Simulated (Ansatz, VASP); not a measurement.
One calculation of Mg, two programs

```
CELL_PARAMETERS angstrom
2.89778 0.00000 0.00000
-1.44889 2.50956 0.00000
0.00000 0.00000 2.96872
ATOMIC_POSITIONS crystal
Mg 0.00000 0.00000 0.00000
```

Change from the starting cell: strain -0.050 along x and y, -0.025 along z, atoms carried along.

Alike in both runs: task single point; functional r2SCAN; k mesh 18 × 18 × 16; occupations gaussian, width 0.15 eV; no spin polarisation.

|  | VASP | Ansatz |
| --- | --- | --- |
| version | VASP 6.6.1 | Ansatz 0.2.0 |
| potentials or method | VASP PAW PBE potentials, release 64 (Mg), cutoff 520 eV | scalar-relativistic, plane waves, PAW |
| valence electrons in the cell | 2 | 10 |

Ansatz gave:

- gap on the k mesh at the Fermi level (eV): none
- pressure (GPa): 6.3
- traceless stress, the component that is largest in VASP (GPa): -4.13

Q: Which values does VASP return?

A: gap on the k mesh at the Fermi level (eV): none; pressure (GPa): 6.1; traceless stress, the component that is largest in VASP (GPa): -4.07.

VASP's potentials were made for PBE, not for r2SCAN. A gap of «none» marks a metal or a gap that the smearing closes. VASP's potentials hold 2 valence electrons a cell and Ansatz's 10, so a difference there can come from the potentials and not from the codes.
